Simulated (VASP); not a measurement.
Here is a VASP 6.6.1 calculation.

The input INCAR:

```
SYSTEM = Pd
PREC = Accurate
ENCUT = 520
EDIFF = 1E-7
ISMEAR = -1
SIGMA = 0.1
LREAL = .False.
LASPH = .True.
NELM = 60
ALGO = Normal
ISIF = 2
LWAVE = .False.
LCHARG = .False.
GGA = PS
NBANDS = 11
```

The input KPOINTS:

```
regular mesh
0
Gamma
  24 24 24
  0 0 0
```

The input POSCAR:

```
Pd
1.0
    0.0000000000      1.9107146436      1.9107146436
    1.9107146436      0.0000000000      1.9107146436
    1.9107146436      1.9107146436      0.0000000000
Pd
1
Direct
    0.0000000000      0.0000000000      0.0000000000
```

Potentials or basis: VASP PAW PBE potentials, release 64 (Pd).

Launch:

```bash
$ cat potpaw_PBE.64/Pd/POTCAR > POTCAR
$ mpirun -np 1 vasp_std > vasp.out
```

Problem. Predict the pressure.

Solution. 9.6 GPa.

Problem. Estimate the band gap on the k mesh.

Solution. Zero (band 5 reaches 10.93 eV, above the bottom of band 6 at 9.18 eV).

Caveat: the PAW data sets were made with another functional, which shifts forces and pressure a little.
